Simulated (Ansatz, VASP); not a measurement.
## InSe: VASP beside Ansatz

Contents of INCAR:

```
PREC     = Accurate       # precision mode
ENCUT    = 500            # plane-wave cutoff, eV
EDIFF    = 1E-6           # SCF threshold, eV
ISMEAR   = 0              # smearing method
SIGMA    = 0.01           # smearing width, eV
LREAL    = False          # projectors in reciprocal space
LASPH    = True           # aspherical terms in the spheres
NELM     = 120            # most SCF steps
ALGO     = Normal         # electronic algorithm
ISIF     = 2              # what is computed and relaxed
LWAVE    = False          # write WAVECAR
LCHARG   = True           # write CHGCAR
GGA      = LIBXC          # functional
LIBXC1   = GGA_X_PBE_R  
LIBXC2   = LDA_C_PW     
LELF     = True           # ELF
LVHAR    = True         
NBANDS   = 27             # bands
GGA_COMPAT= False
```

The input KPOINTS:

```
regular mesh
0
Gamma
  8 8 8
```

POSCAR

```
InSe
1.0
    2.0000000000      1.1547005384      8.4400000000
   -2.0000000000      1.1547005384      8.4400000000
    0.0000000000     -2.3094010768      8.4400000000
In Se
2 2
Direct
    0.8886000000      0.8886000000      0.8886000000
    0.0000000000      0.0000000000      0.0000000000
    0.1719000000      0.1719000000      0.1719000000
    0.3835000000      0.3835000000      0.3835000000
```

input.yaml

```yaml
crystal:
  lattice:
    - [2.0, 1.1547005384, 8.44]
    - [-2.0, 1.1547005384, 8.44]
    - [0.0, -2.3094010768, 8.44]
  atoms:
    - { symbol: In, position: [0.8886, 0.8886, 0.8886] }
    - { symbol: In, position: [0.0, 0.0, 0.0] }
    - { symbol: Se, position: [0.1719, 0.1719, 0.1719] }
    - { symbol: Se, position: [0.3835, 0.3835, 0.3835] }
kpoints:
  mp_grid: { grid: [8, 8, 8] }
  band_path:
    path:
      - [0.0, 0.0, 0.0]
      - [0.5, 0.0, 0.0]
      - [0.5, 0.1791451724, -0.1791451724]
    npoints: 8
scf:
  occupations: { method: fixed }
hamiltonian:
  xc: { exchange: revpbe, correlation: lda }
  pseudopotentials: { kind: all_electron, lapw: { basis_error: 0.001 } }
output:
  forces: true
  stress: true
  eigenvalues: true
```

Alike in both runs: functional revpbe exchange, lda correlation; k mesh 8 × 8 × 8; no spin polarisation.

```csv
,VASP,Ansatz
version,VASP 6.6.1,Ansatz 0.2.0
potentials or method,"VASP PAW PBE potentials, release 64 (In_d, Se), cutoff 500 eV","all-electron LAPW, scalar-relativistic"
occupations,"gaussian, width 0.01 eV",fixed
task,single point,band structure
```

|  | VASP | Ansatz | Ansatz less VASP |
| --- | --- | --- | --- |
| gap on the k mesh at the Fermi level (eV) | 0.57 | 0.59 | +0.017 |
| least direct gap on the mesh (eV) | 0.57 | 0.59 | +0.017 |
| pressure (GPa) | 8.7 | 8.7 | -0.01 |
| traceless stress, the component that is largest in VASP (GPa) | -1.56 | -1.56 | -0.004 |
| rms of the force components (eV/Å) | 0.292 | 0.286 | -0.0058 |

VASP's potentials were made for PBE, not for revpbe exchange, lda correlation. Atom by atom the forces differ by 0.006 eV/Å (rms over components). Ansatz ran all-electron here, and VASP with PAW potentials.
